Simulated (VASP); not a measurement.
Input of a VASP 6.6.1 run:

File INCAR:

```
SYSTEM = C
PREC = Accurate ; ENCUT = 520
EDIFF = 1E-6 ; ISMEAR = 0
SIGMA = 0.1 ; LREAL = .False.
LASPH = .True. ; NELM = 100
ALGO = Normal ; ISIF = 2
LWAVE = .False. ; LCHARG = .False.
GGA = PE ; NBANDS = 8
```

KPOINTS

```
Automatic mesh
0
Gamma
  18 18 42
  0 0 0
```

POSCAR

```
C
1.0
    4.3715832078      0.0000000000      0.0000000000
   -2.1857916039      3.7859021127      0.0000000000
    0.0000000000      0.0000000000      1.2822980749
C
1
Direct
    0.0000000000      0.0000000000      0.0000000000
```

Potentials or basis: VASP PAW PBE potentials, release 64 (C).

Command:

```console
$ cat potpaw_PBE.64/C/POTCAR > POTCAR
$ mpirun -np 1 vasp_std > vasp.out
```

Task: Predict the band gap on the k mesh.

Result: Zero (band 2 reaches 7.75 eV, above the bottom of band 3 at -6.82 eV).

Task: What does it give for the pressure?

Result: -0.1 GPa.

Stress tensor (GPa, compression positive):
```
 0.02  0.00  0.00
 0.00  0.02  0.00
 0.00  0.00 -0.29
```
